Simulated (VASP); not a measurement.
V: single point with PBEsol

The system is V.

```xyz
1
Lattice="-1.5144 1.5144 1.5144 1.5144 -1.5144 1.5144 1.5144 1.5144 -1.5144" Properties=species:S:1:pos:R:3 pbc="T T T"
V     0.0000    0.0000    0.0000
```

- Program: VASP 6.6.1
- Task: single point
- Functional: PBEsol
- Potentials or basis: VASP PAW PBE potentials, release 64 (V_sv)
- Cutoff: 520 eV
- k mesh: 10 × 10 × 10
- Occupations: fermi-dirac, width 0.05 eV
- Spin: collinear spin, ferromagnetic start
- Starting moments: [2.5] μB
- Fixed moment: 2.5 μB

- Pressure: 19.3 GPa
- Net moment: 2.50 μB per cell
- Site moments: V +2.11 μB
- Valence electrons inside the program's atomic spheres: V 11.66

Wall time 12 s on 1 thread of Intel(R) Xeon(R) Platinum 8488C (Sapphire Rapids) (shared host), peak memory 0.14 GiB.

Caveat: the PAW data sets were made with another functional, which shifts forces and pressure a little; the total moment is fixed, so each spin has its own Fermi level.
